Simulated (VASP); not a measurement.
# Si2W (I4/mmm) in VASP: single point with PBE

Aim: the single point of Si2W with PBE.

Program: VASP 6.6.1. These are calculated values, not measurements. Logs are shortened: lines on timing, memory, paths and dates and some standing lists are left out, and cuts for length are marked.

## 1. The cell of the first run

Symmetry: I4/mmm, No. 139, tetragonal system. Conventional cell: a = 3.229 Å, b = 3.229 Å, c = 7.868 Å, α = 90.00°, β = 90.00°, γ = 90.00°. Within 3.4 Å of Si (site symmetry 4mm) lie 9 Si at 2.60 to 3.23 Å and 5 W at 2.63 Å. Within 3.5 Å of W (site symmetry 4/mmm) lie 10 Si at 2.63 Å and 4 W at 3.23 Å.

## 2. Single point, PBE

INCAR reads:

```
SYSTEM = Si2W
ALGO = Normal
EDIFF = 1E-6
ENCUT = 520
GGA = PE
ISIF = 2
ISMEAR = 1
LASPH = .TRUE.
LCHARG = .FALSE.
LREAL = Auto
LUSENCCL = .FALSE.
LWAVE = .FALSE.
NBANDS = 231
NELM = 60
PREC = Accurate
SIGMA = 0.1
```

KPOINTS reads:

```
k-points
0
G
  2 2 2
  0 0 0
```

POSCAR reads:

```
Si2W
1.0
    9.6876021868      0.0000000000      0.0000000000
    0.0000000000      9.6876021868      0.0000000000
   -3.2292007289     -3.2292007289      7.8679106446
Si W
36 18
Direct
    0.1115069040      0.1115069040      0.3345207121
    0.2218264293      0.2218264293      0.1654792879
    0.1115069040      0.1115069040      0.8345207121
    0.2218264293      0.2218264293      0.6654792879
    0.1115069040      0.4448402374      0.3345207121
    0.2218264293      0.5551597626      0.1654792879
    0.1115069040      0.4448402374      0.8345207121
    0.2218264293      0.5551597626      0.6654792879
    0.1115069040      0.7781735707      0.3345207121
    0.2218264293      0.8884930960      0.1654792879
    0.1115069040      0.7781735707      0.8345207121
    0.2218264293      0.8884930960      0.6654792879
    0.4448402374      0.1115069040      0.3345207121
    0.5551597626      0.2218264293      0.1654792879
    0.4448402374      0.1115069040      0.8345207121
    0.5551597626      0.2218264293      0.6654792879
    0.4448402374      0.4448402374      0.3345207121
    0.5551597626      0.5551597626      0.1654792879
    0.4448402374      0.4448402374      0.8345207121
    0.5551597626      0.5551597626      0.6654792879
    0.4448402374      0.7781735707      0.3345207121
    0.5551597626      0.8884930960      0.1654792879
    0.4448402374      0.7781735707      0.8345207121
    0.5551597626      0.8884930960      0.6654792879
    0.7781735707      0.1115069040      0.3345207121
    0.8884930960      0.2218264293      0.1654792879
    0.7781735707      0.1115069040      0.8345207121
    0.8884930960      0.2218264293      0.6654792879
    0.7781735707      0.4448402374      0.3345207121
    0.8884930960      0.5551597626      0.1654792879
    0.7781735707      0.4448402374      0.8345207121
    0.8884930960      0.5551597626      0.6654792879
    0.7781735707      0.7781735707      0.3345207121
    0.8884930960      0.8884930960      0.1654792879
    0.7781735707      0.7781735707      0.8345207121
    0.8884930960      0.8884930960      0.6654792879
    0.0000000000      0.0000000000      0.0000000000
    0.0000000000      0.0000000000      0.5000000000
    0.0000000000      0.3333333333      0.0000000000
    0.0000000000      0.3333333333      0.5000000000
    0.0000000000      0.6666666667      0.0000000000
    0.0000000000      0.6666666667      0.5000000000
    0.3333333333      0.0000000000      0.0000000000
    0.3333333333      0.0000000000      0.5000000000
    0.3333333333      0.3333333333      0.0000000000
    0.3333333333      0.3333333333      0.5000000000
    0.3333333333      0.6666666667      0.0000000000
    0.3333333333      0.6666666667      0.5000000000
    0.6666666667      0.0000000000      0.0000000000
    0.6666666667      0.0000000000      0.5000000000
    0.6666666667      0.3333333333      0.0000000000
    0.6666666667      0.3333333333      0.5000000000
    0.6666666667      0.6666666667      0.0000000000
    0.6666666667      0.6666666667      0.5000000000
```

Potentials or basis: VASP PAW PBE potentials, release 64 (Si, W_sv).

The run is started by

```sh
$ cat potpaw_PBE.64/Si/POTCAR potpaw_PBE.64/W_sv/POTCAR > POTCAR
$ mpirun -np 1 vasp_std > vasp.out
```

OUTCAR:

```text
SYSTEM = Si2W
   EDIFF = 1E-6
   ENCUT = 520
   GGA = PE
   ISIF = 2
   ISMEAR = 1
   LASPH = .TRUE.
   LREAL = Auto
   NELM = 60
   PREC = Accurate

 ion  position               nearest neighbor table
   1  0.112  0.112  0.335-   4 2.60  38 2.63  40 2.63  44 2.63  46 2.63  37 2.63  34 2.64  10 2.64
                            26 2.64   2 2.64
   2  0.222  0.222  0.165-   3 2.60  45 2.63  43 2.63  39 2.63  37 2.63  46 2.63   1 2.64  13 2.64
                             5 2.64  17 2.64
   3  0.112  0.112  0.835-   2 2.60  37 2.63  39 2.63  43 2.63  45 2.63  38 2.63  36 2.64  12 2.64
                            28 2.64   4 2.64
   4  0.222  0.222  0.665-   1 2.60  46 2.63  44 2.63  40 2.63  38 2.63  45 2.63   3 2.64  15 2.64
                             7 2.64  19 2.64
   5  0.112  0.445  0.335-   8 2.60  42 2.63  48 2.63  40 2.63  46 2.63  39 2.63  30 2.64   6 2.64
                            26 2.64   2 2.64
   6  0.222  0.555  0.165-   7 2.60  45 2.63  39 2.63  47 2.63  41 2.63  48 2.63   5 2.64  17 2.64
                             9 2.64  21 2.64
   7  0.112  0.445  0.835-   6 2.60  41 2.63  47 2.63  39 2.63  45 2.63  40 2.63  32 2.64   8 2.64
                            28 2.64   4 2.64
   8  0.222  0.555  0.665-   5 2.60  46 2.63  40 2.63  48 2.63  42 2.63  47 2.63   7 2.64  19 2.64
                            11 2.64  23 2.64
   9  0.112  0.778  0.335-  12 2.60  42 2.63  48 2.63  38 2.63  44 2.63  41 2.63  34 2.64  30 2.64
[... 77 lines left out ...]
  48  0.333  0.667  0.500-   9 2.63  12 2.63   5 2.63  24 2.63  21 2.63   8 2.63  17 2.63  20 2.63
                            23 2.63   6 2.63  42 3.23  44 3.23  46 3.23  54 3.23
  49  0.667  0.000  0.000-  27 2.63  34 2.63  35 2.63  15 2.63  26 2.63  23 2.63  22 2.63  14 2.63
                            24 2.63  25 2.63  37 3.23  51 3.23  53 3.23  43 3.23
  50  0.667  0.000  0.500-  25 2.63  33 2.63  36 2.63  13 2.63  28 2.63  21 2.63  24 2.63  16 2.63
                            27 2.63  22 2.63  38 3.23  52 3.23  54 3.23  44 3.23
  51  0.667  0.333  0.000-  26 2.63  27 2.63  15 2.63  30 2.63  14 2.63  31 2.63  18 2.63  19 2.63
                            16 2.63  29 2.63  39 3.23  49 3.23  45 3.23  53 3.23
  52  0.667  0.333  0.500-  25 2.63  28 2.63  13 2.63  32 2.63  29 2.63  16 2.63  17 2.63  20 2.63
                            31 2.63  14 2.63  40 3.23  50 3.23  46 3.23  54 3.23
  53  0.667  0.667  0.000-  35 2.63  31 2.63  23 2.63  34 2.63  19 2.63  30 2.63  22 2.63  18 2.63
                            20 2.63  33 2.63  41 3.23  49 3.23  47 3.23  51 3.23
  54  0.667  0.667  0.500-  33 2.63  29 2.63  21 2.63  36 2.63  17 2.63  24 2.63  32 2.63  20 2.63
                            35 2.63  18 2.63  42 3.23  50 3.23  48 3.23  52 3.23

  LATTYP: Found a base centered monoclinic cell.
 ALAT       =    13.7003383994
 B/A-ratio  =     1.0000000000
 C/A-ratio  =     0.6640145798
 COS(beta)  =    -0.5019970095

  Lattice vectors:

 A1 = (   9.6876021868,   0.0000000000,   0.0000000000)
 A2 = (   0.0000000000,   9.6876021868,   0.0000000000)
 A3 = (  -3.2292007289,  -3.2292007289,   7.8679106446)

Analysis of symmetry for initial positions (statically):
=====================================================================
 Subroutine PRICEL returns following result:

  LATTYP: Found a body centered tetragonal cell.
 ALAT       =     3.2292007286
 C/A-ratio  =     2.4364885635

  Lattice vectors:

 A1 = (   1.6146003644,  -1.6146003642,  -3.9339553223)
 A2 = (  -1.6146003642,   1.6146003644,  -3.9339553223)
 A3 = (   1.6146003642,   1.6146003642,   3.9339553223)

  18 primitive cells build up your supercell.

 Routine SETGRP: Setting up the symmetry group for a
 base centered monoclinic supercell.

 Subroutine GETGRP returns: Found  4 space group operations
 (whereof  4 operations were pure point group operations)
 out of a pool of  4 trial point group operations.

The static configuration has the point symmetry C_2h.

Analysis of symmetry for dynamics (positions and initial velocities):
=====================================================================
 Subroutine PRICEL returns following result:

  LATTYP: Found a body centered tetragonal cell.
 ALAT       =     3.2292007286
 C/A-ratio  =     2.4364885635

  Lattice vectors:

[... 43 lines left out ...]

----------------------------------------------------------------------------------------

 KPOINTS: k-points

Automatic generation of k-mesh.
 Grid dimensions read from file:
 generate k-points for:    2    2    2

 Generating k-lattice:

  Cartesian coordinates                     Fractional coordinates (reciprocal lattice)
     0.051612359 -0.000000000  0.021183091     0.500000000  0.000000000 -0.000000000
    -0.000000000  0.051612359  0.021183091     0.000000000  0.500000000 -0.000000000
     0.000000000  0.000000000  0.063549273     0.000000000  0.000000000  0.500000000

  Length of vectors
     0.055790312  0.055790312  0.063549273

  Shift w.r.t. Gamma in fractional coordinates (k-lattice)
     0.000000000  0.000000000  0.000000000

 Subroutine IBZKPT returns following result:
 ===========================================

 Found      6 irreducible k-points:

 Following reciprocal coordinates:
            Coordinates               Weight
  0.000000  0.000000  0.000000      1.000000
  0.500000  0.000000  0.000000      2.000000
  0.500000  0.500000  0.000000      1.000000
  0.000000  0.000000  0.500000      1.000000
  0.500000  0.000000  0.500000      2.000000
  0.500000  0.500000  0.500000      1.000000
   k-points           NKPTS =      6   k-points in BZ     NKDIM =      6   number of bands    NBANDS=    231
   number of dos      NEDOS =    301   number of ions     NIONS =     54
   total plane-waves  NPLWV = 362880
   dimension x,y,z NGX =    72 NGY =   72 NGZ =   70
   dimension x,y,z NGXF=   144 NGYF=  144 NGZF=  140
   ions per type =              36  18
   NGX,Y,Z   is equivalent  to a cutoff of  12.36, 12.36, 12.79 a.u.
   NGXF,Y,Z  is equivalent  to a cutoff of  24.71, 24.71, 25.58 a.u.
 SYSTEM =  Si2W
   PREC   = accura    normal or accurate (medium, high low for compatibility)
   ISTART =      0    job   : 0-new  1-cont  2-samecut
   ICHARG =      2    charge: 1-file 2-atom 10-const
   ISPIN  =      1    spin polarized calculation?
   LNONCOLLINEAR =      F non collinear calculations
   LSORBIT =      F    spin-orbit coupling
   LASPH  =      T    aspherical Exc in radial PAW
   ENCUT  =  520.0 eV  38.22 Ry    6.18 a.u.  18.01 18.01 16.91*2*pi/ulx,y,z
   NELM   =     60;   NELMIN=  2; NELMDL= -5     # of ELM steps
   EDIFF  = 0.1E-05   stopping-criterion for ELM
   LREAL  =      T    real-space projection
   EDIFFG = 0.1E-04   stopping-criterion for IOM
   NSW    =      0    number of steps for IOM
   IBRION =     -1    ionic relax: 0-MD 1-quasi-New 2-CG
   NFREE  =      0    steps in history (QN), initial steepest desc. (CG)
   ISIF   =      2    stress and relaxation
   ISYM   =      2    0-nonsym 1-usesym 2-fastsym
   POTIM  = 0.5000    time-step for ionic-motion
   TEBEG  =    0.0;   TEEND  =   0.0 temperature during run
   PSTRESS=    0.0 pullay stress
   NELECT =     396.0000    total number of electrons
   NUPDOWN=      -1.0000    fix difference up-down
   EMIN   =  10.00;   EMAX   =-10.00  energy-range for DOS
   EFERMI =   0.00;   METHOD = LEGACY
   ISMEAR =     1;   SIGMA  =   0.10  broadening in eV -4-tet -1-fermi 0-gaus
   EFERMI_NEDOS =   21; number of points for ismear=-14 and -15
   IALGO  =     38    algorithm
   IMIX   =      4    mixing-type and parameters
     AMIX     =   0.40;   BMIX     =  1.00
     AMIX_MAG =   1.60;   BMIX_MAG =  1.00
  volume/ion in A,a.u.               =      13.67        92.28
  Fermi-wavevector in a.u.,A,eV,Ry     =   1.330074  2.513476 24.070033  1.769098
  Thomas-Fermi vector in A             =   2.459189
   LORBIT       =      0    0 simple, 1 ext, 2 COOP (PROOUT), +10 PAW based schemes
   GGA     = PE    functional components
   LHFCALC =     F    Hartree Fock is set to
   AEXX    =    0.0000 exact exchange contribution
   IVDW    =     0    specifies the selected vdW correction
   LEPSILON=     F    determine dielectric tensor
   LRPA    =     F    only Hartree local field effects (RPA)
 non-spin polarized calculation
 Methfessel and Paxton  Order N= 1 SIGMA  =   0.10
  energy-cutoff  :      520.00
  volume of cell :      738.40
 maximum number of plane-waves:     19958
   NGX = 37   NGY = 37   NGZ = 33

 number of electron     396.0000020 magnetization

 Free energy of the ion-electron system (eV)
  ---------------------------------------------------
  ext. energy  EPLUGINS =         0.00000000
  ---------------------------------------------------
  free energy    TOTEN  =      -446.80790156 eV

  energy without entropy =     -446.81635123  energy(sigma->0) =     -446.81071812

 E-fermi :  11.6219     XC(G=0): -12.4600

 val. band max:       11.5551811548   @ k =   0.5000   0.5000   0.0000
 cond. band min:      11.7842831184   @ k =   0.5000   0.5000   0.5000
 fundamental gap:      0.2291019637
 Fermi energy:        11.6219244278

 k-point     1 :       0.0000    0.0000    0.0000
  band No.  band energies     occupation
      1     -62.1267      2.00000
      2     -62.1266      2.00000
      3     -62.1215      2.00000
      4     -62.1215      2.00000
      5     -62.1215      2.00000
      6     -62.1215      2.00000
[... 1267 lines left out ...]
    209      13.5562     -0.00000
    210      13.5562     -0.00000
 [bands above 210 left out]

------------------------ aborting loop because EDIFF is reached ----------------------------------------

  FORCE on cell =-STRESS in cart. coord.  units (eV):
  Direction    XX          YY          ZZ          XY          YZ          ZX
  --------------------------------------------------------------------------------------
  -------------------------------------------------------------------------------------
  Total        0.2417834      0.2417834     -1.2938594     -1.1467222      0.1656844      0.1656840
  in kB        0.5246203      0.5246203     -2.8074087     -2.4881513      0.3595010      0.3595001
  external PRESSURE =      -0.5860561 kB  Pullay stress =       0.0000000 kB

 VOLUME and BASIS-vectors are now :
 -----------------------------------------------------------------------------
  energy-cutoff  :      520.00
  volume of cell :      738.40
      direct lattice vectors                 reciprocal lattice vectors
     9.687602187  0.000000000  0.000000000     0.103224718 -0.000000000  0.042366182
     0.000000000  9.687602187  0.000000000    -0.000000000  0.103224718  0.042366182
    -3.229200729 -3.229200729  7.867910645     0.000000000  0.000000000  0.127098546

 POSITION                                       TOTAL-FORCE (eV/Angst)
 -----------------------------------------------------------------------------------
     -0.00000     -0.00000      2.63198        -0.002317     -0.002317      0.004019
      1.61460      1.61460      1.30198         0.002317      0.002317     -0.004019
     -1.61460     -1.61460      6.56593        -0.002317     -0.002317      0.004019
      0.00000      0.00000      5.23593         0.002317      0.002317     -0.004019
     -0.00000      3.22920      2.63198        -0.002317     -0.002317      0.004019
      1.61460      4.84380      1.30198         0.002317      0.002317     -0.004019
[... 46 lines left out ...]
      6.45840      6.45840      0.00000         0.000000     -0.000000     -0.000000
      4.84380      4.84380      3.93396         0.000000     -0.000000     -0.000000
 -----------------------------------------------------------------------------------
    total drift:                               -0.000000     -0.000000      0.000000

  FREE ENERGIE OF THE ION-ELECTRON SYSTEM (eV)
  ---------------------------------------------------
  free  energy   TOTEN  =      -446.8079015601 eV

  energy  without entropy=     -446.8163512328  energy(sigma->0) =     -446.81071812
```

Wall time 93 s (1 × NVIDIA H100 80GB with 1 thread of AMD EPYC 7R13 (Zen 3), shared host); peak memory 2 GiB.

What came out:

```yaml
Free_energy: -446.8079 eV
Pressure: -0.1 GPa
Largest_force: 0.005 eV/Å
Band_gap_on_the_k_mesh: zero (bands 198 and 199 overlap by 0.89 eV)
```

Forces on the atoms (eV/Å):
```
Si  -0.002 -0.002  0.004
Si   0.002  0.002 -0.004
Si  -0.002 -0.002  0.004
Si   0.002  0.002 -0.004
Si  -0.002 -0.002  0.004
Si   0.002  0.002 -0.004
Si  -0.002 -0.002  0.004
Si   0.002  0.002 -0.004
Si  -0.002 -0.002  0.004
Si   0.002  0.002 -0.004
Si  -0.002 -0.002  0.004
Si   0.002  0.002 -0.004
Si  -0.002 -0.002  0.004
Si   0.002  0.002 -0.004
Si  -0.002 -0.002  0.004
Si   0.002  0.002 -0.004
Si  -0.002 -0.002  0.004
Si   0.002  0.002 -0.004
Si  -0.002 -0.002  0.004
Si   0.002  0.002 -0.004
Si  -0.002 -0.002  0.004
Si   0.002  0.002 -0.004
Si  -0.002 -0.002  0.004
Si   0.002  0.002 -0.004
Si  -0.002 -0.002  0.004
Si   0.002  0.002 -0.004
Si  -0.002 -0.002  0.004
Si   0.002  0.002 -0.004
Si  -0.002 -0.002  0.004
Si   0.002  0.002 -0.004
Si  -0.002 -0.002  0.004
Si   0.002  0.002 -0.004
Si  -0.002 -0.002  0.004
Si   0.002  0.002 -0.004
Si  -0.002 -0.002  0.004
Si   0.002  0.002 -0.004
W    0.000  0.000  0.000
W    0.000  0.000  0.000
W    0.000  0.000  0.000
W    0.000  0.000  0.000
W    0.000  0.000  0.000
W    0.000  0.000  0.000
W    0.000  0.000  0.000
W    0.000  0.000  0.000
W    0.000  0.000  0.000
W    0.000  0.000  0.000
W    0.000  0.000  0.000
W    0.000  0.000  0.000
W    0.000  0.000  0.000
W    0.000  0.000  0.000
W    0.000  0.000  0.000
W    0.000  0.000  0.000
W    0.000  0.000  0.000
W    0.000  0.000  0.000
```

Caveat: the k points lie up to 0.40 Å⁻¹ apart, too coarse for converged energies and pressures of a metal; spin-orbit coupling is left out, which moves the levels of the heavy elements.

The gap in the log of VASP goes by the Fermi energy; the results here count the filled bands.